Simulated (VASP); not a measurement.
# SiC (I-4m2) in VASP: single point with PBE

Aim: the single point of SiC with PBE.

All numbers are computed with VASP 6.6.1; they aren't measurements. Logs are shortened: lines on timing, memory, paths and dates and some standing lists are left out, and cuts for length are marked.

## (1) The cell of the first run

It takes space group I-4m2 (No. 119, tetragonal). Conventional cell: a = 3.112 Å, b = 3.112 Å, c = 4.336 Å, α = 90.00°, β = 90.00°, γ = 90.00°. Si (site symmetry -4m2) has 4 C at 1.90 Å within 2.5 Å. C (site symmetry -4m2) has 4 Si at 1.90 Å within 2.5 Å.

## (2) Single point, PBE

INCAR reads:

```
SYSTEM = SiC
ALGO = Normal ; EDIFF = 1E-6
ENCUT = 520 ; GGA = PE
ISIF = 2 ; ISMEAR = 0
LASPH = .TRUE. ; LCHARG = .TRUE.
LELF = .TRUE. ; LREAL = .FALSE.
LVHAR = .TRUE. ; LWAVE = .FALSE.
NBANDS = 11 ; NELM = 100
PREC = Accurate ; SIGMA = 0.05
```

KPOINTS reads:

```
k-points
0
G
  10 10 10
  0 0 0
```

POSCAR reads:

```
SiC
1.0
    0.0000000000      2.1679601061      2.2008079865
    2.2008079865      0.0000000000      2.2008079865
    2.2008079865      2.1679601061      0.0000000000
Si C
1 1
Direct
    0.0000000000      0.0000000000      0.0000000000
    0.7500000000      0.7500000000      0.7500000000
```

Potentials or basis: VASP PAW PBE potentials, release 64 (Si, C).

Started as:

```console
> cat potpaw_PBE.64/Si/POTCAR potpaw_PBE.64/C/POTCAR > POTCAR
> mpirun -np 1 vasp_std > vasp.out
```

OUTCAR:

```text
SYSTEM = SiC
   EDIFF = 1E-6
   ENCUT = 520
   GGA = PE
   ISIF = 2
   ISMEAR = 0
   LASPH = .TRUE.
   LREAL = .FALSE.
   NELM = 100
   PREC = Accurate

 ion  position               nearest neighbor table
   1  0.000  0.000  0.000-   2 1.90   2 1.90   2 1.90   2 1.90
   2  0.750  0.750  0.750-   1 1.90   1 1.90   1 1.90   1 1.90

  LATTYP: Found a body centered tetragonal cell.
 ALAT       =     3.1124125027
 C/A-ratio  =     1.3931058973

  Lattice vectors:

 A1 = (   0.0000000000,  -2.1679601061,   2.2008079865)
 A2 = (   0.0000000000,  -2.1679601061,  -2.2008079865)
 A3 = (   2.2008079865,   2.1679601061,   0.0000000000)

Analysis of symmetry for initial positions (statically):
=====================================================================
 Subroutine PRICEL returns:
 Original cell was already a primitive cell.

 Routine SETGRP: Setting up the symmetry group for a
 body centered tetragonal supercell.

 Subroutine GETGRP returns: Found  8 space group operations
 (whereof  8 operations were pure point group operations)
 out of a pool of 16 trial point group operations.

The static configuration has the point symmetry D_2d.

Analysis of symmetry for dynamics (positions and initial velocities):
=====================================================================
 Subroutine PRICEL returns:
 Original cell was already a primitive cell.

 Routine SETGRP: Setting up the symmetry group for a
 body centered tetragonal supercell.

 Subroutine GETGRP returns: Found  8 space group operations
 (whereof  8 operations were pure point group operations)
 out of a pool of 16 trial point group operations.

The dynamic configuration has the point symmetry D_2d.

 Subroutine INISYM returns: Found  8 space group operations
 (whereof  8 operations are pure point group operations),
 and found     1 'primitive' translations

----------------------------------------------------------------------------------------

                                     Primitive cell

  volume of cell :      21.0013

  direct lattice vectors                    reciprocal lattice vectors
     0.000000000  2.167960106  2.200807987    -0.227189288  0.230631550  0.227189288
     2.200807987  0.000000000  2.200807987     0.227189288 -0.230631550  0.227189288
     2.200807987  2.167960106  0.000000000     0.227189288  0.230631550 -0.227189288

  length of vectors
     3.089272862  3.112412503  3.089272862     0.395500768  0.395500768  0.395500768

  position of ions in fractional coordinates (direct lattice)
     0.000000000  0.000000000  0.000000000
     0.750000000  0.750000000  0.750000000

[... 74 lines left out ...]
   ENCUT  =  520.0 eV  38.22 Ry    6.18 a.u.   5.74  5.79  5.74*2*pi/ulx,y,z
   NELM   =    100;   NELMIN=  2; NELMDL= -5     # of ELM steps
   EDIFF  = 0.1E-05   stopping-criterion for ELM
   LREAL  =      F    real-space projection
[... 7 lines left out ...]
   TEBEG  =    0.0;   TEEND  =   0.0 temperature during run
   PSTRESS=    0.0 pullay stress
   NELECT =       8.0000    total number of electrons
   NUPDOWN=      -1.0000    fix difference up-down
   EMIN   =  10.00;   EMAX   =-10.00  energy-range for DOS
   EFERMI =   0.00;   METHOD = LEGACY
   ISMEAR =     0;   SIGMA  =   0.05  broadening in eV -4-tet -1-fermi 0-gaus
   EFERMI_NEDOS =   21; number of points for ismear=-14 and -15
   IALGO  =     38    algorithm
   IMIX   =      4    mixing-type and parameters
     AMIX     =   0.40;   BMIX     =  1.00
     AMIX_MAG =   1.60;   BMIX_MAG =  1.00
  volume/ion in A,a.u.               =      10.50        70.86
  Fermi-wavevector in a.u.,A,eV,Ry     =   1.186742  2.242617 19.161853  1.408356
  Thomas-Fermi vector in A             =   2.322908
   LORBIT       =      0    0 simple, 1 ext, 2 COOP (PROOUT), +10 PAW based schemes
   GGA     = PE    functional components
   LHFCALC =     F    Hartree Fock is set to
   AEXX    =    0.0000 exact exchange contribution
   IVDW    =     0    specifies the selected vdW correction
   LEPSILON=     F    determine dielectric tensor
   LRPA    =     F    only Hartree local field effects (RPA)
 non-spin polarized calculation
 Gauss-broadening in eV      SIGMA  =   0.05
  energy-cutoff  :      520.00
  volume of cell :       21.00
 maximum number of plane-waves:       580
   NGX = 11   NGY = 11   NGZ = 11

 number of electron       8.0000001 magnetization

 Free energy of the ion-electron system (eV)
  ---------------------------------------------------
  ext. energy  EPLUGINS =         0.00000000
  ---------------------------------------------------
  free energy    TOTEN  =       -15.05835362 eV

  energy without entropy =      -15.05835362  energy(sigma->0) =      -15.05835362

 E-fermi :   8.2999     XC(G=0): -11.2919

 val. band max:        8.0084392177   @ k =   0.0000   0.0000   0.0000
 cond. band min:       9.2238250795   @ k =   0.5000   0.0000   0.5000
 fundamental gap:      1.2153858619
 Fermi energy:         8.2999363759

 k-point     1 :       0.0000    0.0000    0.0000
  band No.  band energies     occupation
      1      -7.3456      2.00000
      2       7.9092      2.00000
      3       7.9092      2.00000
      4       8.0084      2.00000
      5      14.0003      0.00000
      6      15.1196      0.00000
      7      15.1614      0.00000
      8      15.1614      0.00000
      9      22.1367      0.00000
     10      22.5766      0.00000
     11      24.1931      0.00000
[... 309 lines left out ...]
 k-point    24 :       0.4000    0.3000   -0.0000
  band No.  band energies     occupation
      1      -4.2690      2.00000
      2       2.3390      2.00000
      3       4.8422      2.00000
      4       5.3901      2.00000
      5      10.8319      0.00000
      6      13.5805      0.00000
      7      19.3019      0.00000
      8      19.8364      0.00000
      9      21.4867      0.00000
     10      25.9171      0.00000
     11      28.9312      0.00000

 [... further k-points ...]
[... 5 lines left out ...]
  --------------------------------------------------------------------------------------
  -------------------------------------------------------------------------------------
  Total       -0.1694918      0.3208158     -0.1694918     -0.0000000      0.0000000      0.0000000
  in kB      -12.9304485     24.4748863    -12.9304485     -0.0000000      0.0000000      0.0000000
  external PRESSURE =      -0.4620036 kB  Pullay stress =       0.0000000 kB

 VOLUME and BASIS-vectors are now :
 -----------------------------------------------------------------------------
  energy-cutoff  :      520.00
  volume of cell :       21.00
      direct lattice vectors                 reciprocal lattice vectors
     0.000000000  2.167960106  2.200807987    -0.227189288  0.230631550  0.227189288
     2.200807987  0.000000000  2.200807987     0.227189288 -0.230631550  0.227189288
     2.200807987  2.167960106  0.000000000     0.227189288  0.230631550 -0.227189288

 POSITION                                       TOTAL-FORCE (eV/Angst)
 -----------------------------------------------------------------------------------
      0.00000      0.00000      0.00000        -0.000000     -0.000000      0.000000
      3.30121      3.25194      3.30121         0.000000      0.000000     -0.000000
 -----------------------------------------------------------------------------------
    total drift:                               -0.000000     -0.000000     -0.000000

  FREE ENERGIE OF THE ION-ELECTRON SYSTEM (eV)
  ---------------------------------------------------
  free  energy   TOTEN  =       -15.0583536190 eV

  energy  without entropy=      -15.0583536190  energy(sigma->0) =      -15.05835362
```

OSZICAR:

```text
N       E                     dE             d eps       ncg     rms          rms(c)
DAV:   1     0.416887796275E+01    0.41689E+01   -0.39843E+03  2295   0.614E+02
DAV:   2    -0.162119634734E+02   -0.20381E+02   -0.19147E+02  2856   0.111E+02
DAV:   3    -0.168695128956E+02   -0.65755E+00   -0.65572E+00  2760   0.164E+01
DAV:   4    -0.168721762814E+02   -0.26634E-02   -0.26632E-02  2588   0.131E+00
DAV:   5    -0.168721882261E+02   -0.11945E-04   -0.11945E-04  2749   0.828E-02    0.866E+00
DAV:   6    -0.151105472469E+02    0.17616E+01   -0.64629E+00  2517   0.113E+01    0.383E+00
DAV:   7    -0.150657536048E+02    0.44794E-01   -0.36867E-01  2691   0.348E+00    0.176E+00
DAV:   8    -0.150581419346E+02    0.76117E-02   -0.20244E-02  2562   0.943E-01    0.172E-01
DAV:   9    -0.150582375720E+02   -0.95637E-04   -0.17028E-03  2831   0.233E-01    0.112E-01
DAV:  10    -0.150583508556E+02   -0.11328E-03   -0.25104E-04  2561   0.955E-02    0.266E-02
DAV:  11    -0.150583531899E+02   -0.23343E-05   -0.45635E-05  2715   0.348E-02    0.703E-03
DAV:  12    -0.150583536190E+02   -0.42912E-06   -0.21491E-06  2329   0.870E-03
   1 F= -.15058354E+02 E0= -.15058354E+02  d E =-.489205E-19
```

It took 12 s on 1 thread of Intel Xeon Platinum 8259CL at 2.50GHz (Skylake/Cascade Lake), shared host; peak memory 0.14 GiB.

What came out:

| Quantity | Value |
| --- | --- |
| Free energy | -15.0584 eV |
| Pressure | 0.0 GPa |
| Band gap on the k mesh | 1.22 eV, indirect (least direct gap 4.51 eV) |

Levels at points of the mesh, in eV from the valence-band top:
| k point | band 1 | band 2 | band 3 | band 4 | band 5 | band 6 | band 7 | band 8 |
| --- | --- | --- | --- | --- | --- | --- | --- | --- |
| (0.00, 0.00, 0.00) | -15.35 | -0.10 | -0.10 | 0.00 | 5.99 | 7.11 | 7.15 | 7.15 |
| (0.50, 0.00, 0.00) | -11.84 | -8.52 | -1.20 | -1.03 | 5.21 | 6.99 | 7.23 | 9.91 |
| (0.50, 0.50, 0.00) | -10.44 | -7.88 | -3.18 | -3.16 | 1.35 | 4.29 | 13.58 | 14.04 |
| (0.50, 0.00, 0.50) | -10.33 | -7.69 | -3.33 | -3.33 | 1.22 | 4.03 | 13.75 | 13.75 |

Caveat: the cell differs from its parent crystal (strain +e along x and -e along y +0.0000, strain +e along z and -e/2 along x and y -0.0100). A k mesh can miss the band edges.
